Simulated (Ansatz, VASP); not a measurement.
**One calculation of Te2Mo, two programs**

```
CELL_PARAMETERS angstrom
3.50388 0.00000 0.00000
-1.75194 3.03445 0.00000
0.00000 0.00000 24.76772
ATOMIC_POSITIONS crystal
Te 0.33333 0.66667 0.18169
Te 0.33333 0.66667 0.32841
Te 0.33333 0.66667 0.52746
Te 0.33333 0.66667 0.67417
Mo 0.66667 0.33333 0.25505
Mo 0.66667 0.33333 0.60081
```

Alike in both runs: task single point; functional PBE; dispersion D3(BJ); k mesh 9 × 9 × 1; occupations gaussian, width 0.05 eV; no spin polarisation.

|  | VASP | Ansatz |
| --- | --- | --- |
| version | VASP 6.6.1 | Ansatz 0.2.0 |
| potentials or method | VASP PAW PBE potentials, release 64 (Te, Mo_sv), cutoff 520 eV | scalar-relativistic, plane waves, PAW |
| valence electrons in the cell | 52 | 92 |

|  | VASP | Ansatz | Ansatz less VASP |
| --- | --- | --- | --- |
| gap on the k mesh at the Fermi level (eV) | 1.18 | 1.18 | +0.001 |
| least direct gap on the mesh (eV) | 1.18 | 1.18 | +0.001 |
| rms of the force components (eV/Å) | 0.030 | 0.025 | -0.0044 |

VASP's potentials hold 52 valence electrons a cell and Ansatz's 92, so a difference there can come from the potentials and not from the codes.

Neither program's run includes spin-orbit coupling.
